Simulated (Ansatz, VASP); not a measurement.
## Au in VASP and in Ansatz

```
Au
1.0
    -1.62107    1.62107    1.62107
     1.62107   -1.62107    1.62107
     1.62107    1.62107   -1.62107
Au
1
Direct
  0.00000 0.00000 0.00000
```

Alike in both runs: task single point; functional PBEsol; k mesh 26 × 26 × 26; occupations gaussian, width 0.15 eV; no spin polarisation.

|  | VASP | Ansatz |
| --- | --- | --- |
| version | VASP 6.6.1 | Ansatz 0.2.0 |
| potentials or method | VASP PAW PBE potentials, release 64 (Au), cutoff 520 eV | scalar-relativistic, plane waves, PAW |
| valence electrons in the cell | 11 | 19 |

```csv
,VASP,Ansatz,Ansatz less VASP
gap on the k mesh at the Fermi level (eV),none,none,-
pressure (GPa),-0.1,0.2,+0.29
```

VASP's potentials were made for PBE, not for PBEsol. A gap of «none» marks a metal or a gap that the smearing closes. The functional is the same, so the differences come from potentials, cutoffs and numerics. VASP's potentials hold 11 valence electrons a cell and Ansatz's 19, so a difference there can come from the potentials and not from the codes.

Spin-orbit coupling is off throughout.
